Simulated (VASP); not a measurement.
Set up this calculation in VASP 6.6.1, as the native input.

| Item | Value |
| --- | --- |
| Task | single point |
| Functional | PBE |
| Dispersion | D3(BJ) |
| Potentials or basis | VASP PAW PBE potentials, release 64 (Sn_d, Se) |
| Cutoff | 520 eV |
| k mesh | 8 × 8 × 6 |
| Occupations | gaussian, width 0.03 eV |
| Spin | no spin polarisation |
| Dipole correction | no |
| Further INCAR settings | ALGO = Normal; EDIFF = 1e-06; NBANDS = 28 |

The structure of SnSe lies in POSCAR:

```
SnSe
1.0
    4.2924000000      0.0000000000      0.0000000000
    0.0000000000      4.2924000000      0.0000000000
    0.0000000000      0.0000000000      6.5443000000
Sn Se
2 2
Direct
    0.5000000000      0.0000000000      0.2500887432
    0.0000000000      0.5000000000      0.7499112568
    0.5000000000      0.0000000000      0.7499352227
    0.0000000000      0.5000000000      0.2500647773
```

These files were run (other wordings do the same):

INCAR

```
ALGO     = Normal         # electronic algorithm
EDIFF    = 1E-6           # SCF threshold, eV
ENCUT    = 520            # plane-wave cutoff, eV
GGA      = PE             # functional
ISIF     = 2              # what is computed and relaxed
ISMEAR   = 0              # smearing method
IVDW     = 12             # dispersion correction
LASPH    = True           # aspherical terms in the spheres
LCHARG   = True           # write CHGCAR
LELF     = True           # ELF
LREAL    = False          # projectors in reciprocal space
LVHAR    = True         
LWAVE    = False          # write WAVECAR
NBANDS   = 28             # bands
NELM     = 80             # most SCF steps
PREC     = Accurate       # precision mode
SIGMA    = 0.03           # smearing width, eV
```

KPOINTS

```
k-points
0
Gamma
  8 8 6
```

Potentials or basis: VASP PAW PBE potentials, release 64 (Sn_d, Se).

Run with:

```sh
$ cat potpaw_PBE.64/Sn_d/POTCAR potpaw_PBE.64/Se/POTCAR > POTCAR
$ mpirun -np 1 vasp_std > vasp.out
```

Results of the run:

| Item | Value |
| --- | --- |
| Pressure | -2.3 GPa |
| Band gap on the k mesh | 0.29 eV |
| Dispersion energy per atom | -0.326 eV |

Caveat: spin-orbit coupling is left out, which moves the levels of the heavy elements.

Wall time 73 s on 1 thread of Intel(R) Xeon(R) 6975P-C (Granite Rapids) (shared host), peak memory 0.33 GiB.
